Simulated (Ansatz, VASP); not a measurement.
## Zr2Zn2N3 in VASP and in Ansatz

POSCAR

```
Zr2Zn2N3
1.0
    3.2204070070      0.0000000000      0.0000000000
   -1.6102035035      2.7889542786      0.0000000000
    0.0000000000      0.0000000000     10.2785760000
Zr Zn N
2 2 3
Direct
    0.3333333333      0.6666666667      0.1350020000
    0.6666666667      0.3333333333      0.8649980000
    0.6666666667      0.3333333333      0.5921750000
    0.3333333333      0.6666666667      0.4078250000
    0.0000000000      0.0000000000      0.0000000000
    0.6666666667      0.3333333333      0.2518160000
    0.3333333333      0.6666666667      0.7481840000
```

INCAR.step1

```
SYSTEM = Zr2Zn2N3
PREC = Accurate
ENCUT = 520
ISMEAR = 0
SIGMA = 0.1
LREAL = .FALSE.
LASPH = .TRUE.
NELM = 100
NBANDS = 40
GGA = PE
ALGO = Normal
EDIFF = 1E-4
LWAVE = .TRUE.
LCHARG = .FALSE.
```

File INCAR.step2:

```
SYSTEM = Zr2Zn2N3
PREC = Accurate
ENCUT = 520
EDIFF = 1E-6
ISMEAR = 0
SIGMA = 0.1
LREAL = .FALSE.
LASPH = .TRUE.
NELM = 100
ALGO = Normal
ISIF = 2
LWAVE = .FALSE.
LCHARG = .FALSE.
METAGGA = R2SCAN
LMIXTAU = .TRUE.
IVDW = 12
VDW_S6 = 1.0
VDW_S8 = 0.78981345
VDW_A1 = 0.49484001
VDW_A2 = 5.73083694
NBANDS = 40
ISTART = 1
```

File KPOINTS:

```
regular mesh
0
G
  10 10 3
  0 0 0
```

input.yaml

```yaml
crystal:
  lattice:
    - [3.220407007, 0.0, 0.0]
    - [-1.6102035035, 2.7889542786, 0.0]
    - [0.0, 0.0, 10.278576]
  atoms:
    - { symbol: Zr, position: [0.3333333333, 0.6666666667, 0.135002] }
    - { symbol: Zr, position: [0.6666666667, 0.3333333333, 0.864998] }
    - { symbol: Zn, position: [0.6666666667, 0.3333333333, 0.592175] }
    - { symbol: Zn, position: [0.3333333333, 0.6666666667, 0.407825] }
    - { symbol: "N", position: [0.0, 0.0, 0.0] }
    - { symbol: "N", position: [0.6666666667, 0.3333333333, 0.251816] }
    - { symbol: "N", position: [0.3333333333, 0.6666666667, 0.748184] }
hamiltonian:
  xc: r2scan
  pseudopotentials: { kind: paw }
  dispersion: d3bj
kpoints:
  mp_grid: { grid: [10, 10, 3] }
  band_path:
    path:
      - [[0.0, 0.0, 0.0], [0.5, 0.0, 0.0], [0.3333333333, 0.3333333333, 0.0], [0.0, 0.0, 0.0], [0.0, 0.0, 0.5], [0.5, 0.0, 0.5], [0.3333333333, 0.3333333333, 0.5], [0.0, 0.0, 0.5]]
      - [[0.5, 0.0, 0.5], [0.5, 0.0, 0.0]]
      - [[0.3333333333, 0.3333333333, 0.0], [0.3333333333, 0.3333333333, 0.5]]
    npoints: 10
scf:
  occupations: { method: gaussian, width: 0.1 }
  n_extra_bands: 17
output:
  forces: true
  stress: true
  eigenvalues: true
  fatbands: false
  write_density: true
  write_potential: true
  elf: true
  volumetric_format: npy
```

Alike in both runs: functional r2SCAN; dispersion D3(BJ); k mesh 10 × 10 × 3; occupations gaussian, width 0.1 eV; no spin polarisation.

|  | VASP | Ansatz |
| --- | --- | --- |
| version | VASP 6.6.1 | Ansatz 0.2.0 |
| potentials or method | VASP PAW PBE potentials, release 64 (Zr_sv, Zn, N) | Ansatz PAW |
| plane-wave cutoff (eV) | 520 | 500 |
| valence electrons in the cell | 63 | 63 |
| task | single point | band structure |

VASP gave:

```
gap on the k mesh at the Fermi level (eV)                     : none
pressure (GPa)                                                : -6.8
traceless stress, the component that is largest in VASP (GPa) : -0.12
rms of the force components (eV/Å)                            : 0.126
```

**Question.** Which values does Ansatz return?

**Answer.** gap on the k mesh at the Fermi level (eV): none; pressure (GPa): -7.1; traceless stress, the component that is largest in VASP (GPa): -0.15; rms of the force components (eV/Å): 0.132.

VASP's potentials were made for PBE, not for r2SCAN. Atom by atom the forces differ by 0.007 eV/Å (rms over components). A gap of «none» marks a metal or a gap that the smearing closes.
